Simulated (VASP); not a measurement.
# Mn (Fd-3m) in VASP: notebook, part 2 of 2

VASP 6.6.1. Earlier steps stand in the parts before.

### 5 Single point, RPBE, collinear spin, antiferromagnetic start (17.93 Å³/atom)

This run uses another cell than the first one, of 17.93 Å³/atom.

INCAR

```
SYSTEM = Mn
  ALGO = Normal
  EDIFF = 1E-6
  ENCUT = 520
  GGA = RP
  ISIF = 2
  ISMEAR = -1
  ISPIN = 2
  LASPH = .True.
  LCHARG = .False.
  LMAXMIX = 4
  LORBIT = 11
  LREAL = .False.
  LWAVE = .False.
  MAGMOM = 2.622 -2.622
  NBANDS = 24
  NELM = 150
  PREC = Accurate
  SIGMA = 0.05
```

KPOINTS

```
k-points
0
Gamma
  12 12 12
  0 0 0
```

POSCAR

```
Mn
1.0
    0.0000000000      2.6172632719      2.6172632719
    2.6172632719      0.0000000000      2.6172632719
    2.6172632719      2.6172632719      0.0000000000
Mn
2
Direct
    0.1250000000      0.1250000000      0.1250000000
    0.8750000000      0.8750000000      0.8750000000
```

Potentials or basis: VASP PAW PBE potentials, release 64 (Mn_pv).

Started as:

```sh
> cat potpaw_PBE.64/Mn_pv/POTCAR > POTCAR
> mpirun -np 1 vasp_std > vasp.out
```

OUTCAR:

```text
SYSTEM = Mn
   EDIFF = 1E-6
   ENCUT = 520
   GGA = RP
   ISIF = 2
   ISMEAR = -1
   ISPIN = 2
   LASPH = .True.
   LORBIT = 11
   LREAL = .False.
   NELM = 150
   PREC = Accurate

 ion  position               nearest neighbor table
   1  0.125  0.125  0.125-   2 2.27   2 2.27   2 2.27   2 2.27
   2  0.875  0.875  0.875-   1 2.27   1 2.27   1 2.27   1 2.27

  LATTYP: Found a face centered cubic cell.
 ALAT       =     5.2345265438

  Lattice vectors:

 A1 = (   0.0000000000,   2.6172632719,   2.6172632719)
 A2 = (   2.6172632719,   0.0000000000,   2.6172632719)
 A3 = (   2.6172632719,   2.6172632719,   0.0000000000)

Analysis of symmetry for initial positions (statically):
=====================================================================
 Subroutine PRICEL returns:
 Original cell was already a primitive cell.

 Routine SETGRP: Setting up the symmetry group for a
 face centered cubic supercell.

 Subroutine GETGRP returns: Found 48 space group operations
 (whereof 12 operations were pure point group operations)
 out of a pool of 48 trial point group operations.

The static configuration has the point symmetry D_3d.
 The point group associated with its full space group is O_h .

Analysis of symmetry for dynamics (positions and initial velocities):
=====================================================================
 Subroutine PRICEL returns:
 Original cell was already a primitive cell.

 Routine SETGRP: Setting up the symmetry group for a
 face centered cubic supercell.

 Subroutine GETGRP returns: Found 48 space group operations
 (whereof 12 operations were pure point group operations)
 out of a pool of 48 trial point group operations.

The dynamic configuration has the point symmetry D_3d.
 The point group associated with its full space group is O_h .

Analysis of structural, dynamic, and magnetic symmetry:
=====================================================================
 Subroutine PRICEL returns:
 Original cell was already a primitive cell.

 Routine SETGRP: Setting up the symmetry group for a
 face centered cubic supercell.

 Subroutine GETGRP returns: Found 48 space group operations
[... 149 lines left out ...]
  free energy    TOTEN  =       -14.57461155 eV

  energy without entropy =      -14.56952426  energy(sigma->0) =      -14.57206791

 E-fermi :   5.4004     XC(G=0): -10.7103

 val. band max:        5.3973258745   @ k =   0.0833   0.0833   0.0000
 cond. band min:       5.4452568415   @ k =   0.0833   0.0000   0.0000
 fundamental gap:      0.0479309671
 Fermi energy:         5.4003576318

 spin component 1

 k-point     1 :       0.0000    0.0000    0.0000
  band No.  band energies     occupation
      1     -44.2429      1.00000
      2     -44.2429      1.00000
      3     -44.2429      1.00000
      4     -41.4437      1.00000
      5     -41.4437      1.00000
      6     -41.4437      1.00000
[... 637 lines left out ...]
     23      20.1398      0.00000
     24      22.5190      0.00000

 [... further k-points ...]

 spin component 2

 k-point     1 :       0.0000    0.0000    0.0000
  band No.  band energies     occupation
      1     -44.2429      1.00000
      2     -44.2429      1.00000
      3     -44.2429      1.00000
      4     -41.4437      1.00000
      5     -41.4437      1.00000
      6     -41.4437      1.00000
[... 637 lines left out ...]
     23      20.1398      0.00000
     24      22.5190      0.00000

 [... further k-points ...]

------------------------ aborting loop because EDIFF is reached ----------------------------------------

  FORCE on cell =-STRESS in cart. coord.  units (eV):
  Direction    XX          YY          ZZ          XY          YZ          ZX
  --------------------------------------------------------------------------------------
  -------------------------------------------------------------------------------------
  Total        0.4372554      0.4372554      0.4372554      0.0000000      0.0000000     -0.0000000
  in kB       19.5377066     19.5377066     19.5377066      0.0000000      0.0000000     -0.0000000
  external PRESSURE =      19.5377066 kB  Pullay stress =       0.0000000 kB

 VOLUME and BASIS-vectors are now :
 -----------------------------------------------------------------------------
  energy-cutoff  :      520.00
  volume of cell :       35.86
      direct lattice vectors                 reciprocal lattice vectors
     0.000000000  2.617263272  2.617263272    -0.191039245  0.191039245  0.191039245
     2.617263272  0.000000000  2.617263272     0.191039245 -0.191039245  0.191039245
     2.617263272  2.617263272  0.000000000     0.191039245  0.191039245 -0.191039245

 POSITION                                       TOTAL-FORCE (eV/Angst)
 -----------------------------------------------------------------------------------
      0.65432      0.65432      0.65432         0.000000      0.000000      0.000000
      4.58021      4.58021      4.58021        -0.000000     -0.000000     -0.000000
 -----------------------------------------------------------------------------------
    total drift:                                0.000000      0.000000     -0.000000

  FREE ENERGIE OF THE ION-ELECTRON SYSTEM (eV)
  ---------------------------------------------------
  free  energy   TOTEN  =       -14.5746115502 eV

  energy  without entropy=      -14.5695242619  energy(sigma->0) =      -14.57206791

 total charge

# of ion       s       p       d       tot
------------------------------------------
    1        0.448   6.217   5.114  11.779
    2        0.448   6.217   5.114  11.779
--------------------------------------------------
tot          0.896  12.433  10.228  23.557

 magnetization (x)

# of ion       s       p       d       tot
------------------------------------------
    1        0.070  -0.009   2.575   2.636
    2       -0.070   0.009  -2.575  -2.636
--------------------------------------------------
tot          0.000   0.000   0.000   0.000
```

OSZICAR:

```text
N       E                     dE             d eps       ncg     rms          rms(c)
DAV:   1     0.267981426317E+03    0.26798E+03   -0.15562E+04  6936   0.136E+03
DAV:   2    -0.532466143834E+01   -0.27331E+03   -0.26211E+03  7080   0.389E+02
DAV:   3    -0.156392797704E+02   -0.10315E+02   -0.10277E+02  8120   0.895E+01
DAV:   4    -0.157646331405E+02   -0.12535E+00   -0.12534E+00  7760   0.944E+00
DAV:   5    -0.157676078423E+02   -0.29747E-02   -0.29747E-02  8136   0.145E+00    0.116E+01
DAV:   6    -0.146069099379E+02    0.11607E+01   -0.69570E+00  7792   0.304E+01    0.736E+00
DAV:   7    -0.145535756415E+02    0.53334E-01   -0.69780E-01  7600   0.934E+00    0.273E+00
DAV:   8    -0.145688592933E+02   -0.15284E-01   -0.30924E-02  8088   0.107E+00    0.103E+00
DAV:   9    -0.145738445311E+02   -0.49852E-02   -0.58744E-02  7888   0.127E+00    0.289E-01
DAV:  10    -0.145744443808E+02   -0.59985E-03   -0.26630E-03  7472   0.469E-01    0.172E-01
DAV:  11    -0.145745671519E+02   -0.12277E-03   -0.12612E-03  8128   0.238E-01    0.880E-02
DAV:  12    -0.145746105141E+02   -0.43362E-04   -0.92080E-05  7448   0.978E-02    0.172E-02
DAV:  13    -0.145746152164E+02   -0.47023E-05   -0.81492E-06  8248   0.190E-02    0.743E-03
DAV:  14    -0.145746131930E+02    0.20235E-05   -0.16123E-06  4928   0.772E-03    0.538E-03
DAV:  15    -0.145746115830E+02    0.16100E-05   -0.54446E-07  3768   0.584E-03    0.942E-04
DAV:  16    -0.145746115502E+02    0.32792E-07   -0.54479E-08  3624   0.150E-03
   1 F= -.14574612E+02 E0= -.14572068E+02  d E =-.508729E-02  mag=    -0.0000
```

It took 3 min on 1 thread of Intel Xeon Platinum 8488C (Sapphire Rapids), shared host; peak memory 0.22 GiB.

Results:

* Free energy: -14.5746 eV
* Pressure: 2.0 GPa
* Band gap on the k mesh: zero (filled and empty bands overlap)
* Net moment: 0.00 μB per cell
* Site moments: Mn +2.64, -2.64 μB
* Valence electrons inside the program's atomic spheres: Mn 11.78

Caveat: the antiferromagnetic order is the one typed at the start, and another may lie lower; the PAW data sets were made with another functional, which shifts forces and pressure a little.

### 6 Summary

| cell | k mesh | gap on the mesh (eV) | pressure (GPa) | moment (μB) |
| --- | --- | --- | --- | --- |
| a = 3.752 Å, angles 60.0°, 2 atoms | 11 × 11 × 11 | none | 0.3 | 0.00 |
| a = 3.596 Å, angles 60.0°, 2 atoms | 12 × 12 × 12 | none | 6.9 | 0.00 |
| a = 3.649 Å, angles 60.0°, 2 atoms | 12 × 12 × 12 | none | 4.1 | 0.00 |
| a = 3.701 Å, angles 60.0°, 2 atoms | 12 × 12 × 12 | none | 2.0 | 0.00 |

Alike in all rows: task single point; level RPBE; potentials or basis VASP PAW PBE potentials, release 64 (Mn_pv); spin collinear, antiferromagnetic start; cutoff (eV) 520; smearing fermi-dirac 0.05 eV.

Caveats: the antiferromagnetic order is the one typed at the start, and another may lie lower; the PAW data sets were made with another functional, which shifts forces and pressure a little; the cell stands under pressure (at least some runs).

Absolute energies hang on the potentials; compare differences alone.

The gap in the log of VASP goes by the Fermi energy; the results here count the filled bands.